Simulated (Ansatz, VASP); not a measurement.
# BaO: VASP beside Ansatz

```
Ba O
1.0
     0.00000    2.75000    2.75000
     2.75000    0.00000    2.75000
     2.75000    2.75000    0.00000
Ba O
1 1
Direct
  0.00000 0.00000 0.00000
  0.50000 0.50000 0.50000
```

Alike in both runs: task single point; functional PBE; k mesh 8 × 8 × 8; occupations fermi-dirac, width 0.02 eV; no spin polarisation.

|  | VASP | Ansatz |
| --- | --- | --- |
| version | VASP 6.6.1 | Ansatz 0.2.0 |
| potentials or method | VASP PAW PBE potentials, release 64 (Ba_sv, O), cutoff 600 eV | all-electron LAPW, scalar-relativistic |

```tsv
	VASP	Ansatz	Ansatz less VASP
gap on the k mesh at the Fermi level (eV)	1.90	1.97	+0.068
pressure (GPa)	4.8	3.0	-1.78
```

Ansatz ran all-electron here, and VASP with PAW potentials.

Spin-orbit coupling is off throughout.
